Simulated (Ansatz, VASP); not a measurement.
**Two plane-wave programs on Mo**

```
Mo
1.0
     0.00000    2.01500    2.01500
     2.01500    0.00000    2.01500
     2.01500    2.01500    0.00000
Mo
1
Direct
  0.00000 0.00000 0.00000
```

Alike in both runs: task electric field gradients; functional PBE; k mesh 5 × 5 × 5; occupations fermi-dirac, width 0.08 eV; no spin polarisation.

|  | VASP | Ansatz |
| --- | --- | --- |
| version | VASP 6.6.1 | Ansatz 0.2.0 |
| potentials or method | VASP PAW PBE potentials, release 64 (Mo_sv) | PAW with Ansatz's default frozen-core files, scalar-relativistic |
| plane-wave cutoff (eV) | 520 | 420 |
| valence electrons in the cell | 14 | 14 |

|  | VASP | Ansatz | Ansatz less VASP |
| --- | --- | --- | --- |
| pressure (GPa) | -4.7 | -5.1 | -0.42 |

With one functional, cell and mesh, what is left measures potentials, basis and numerics.

The k mesh is coarse, so the values compare programs but aren't converged.
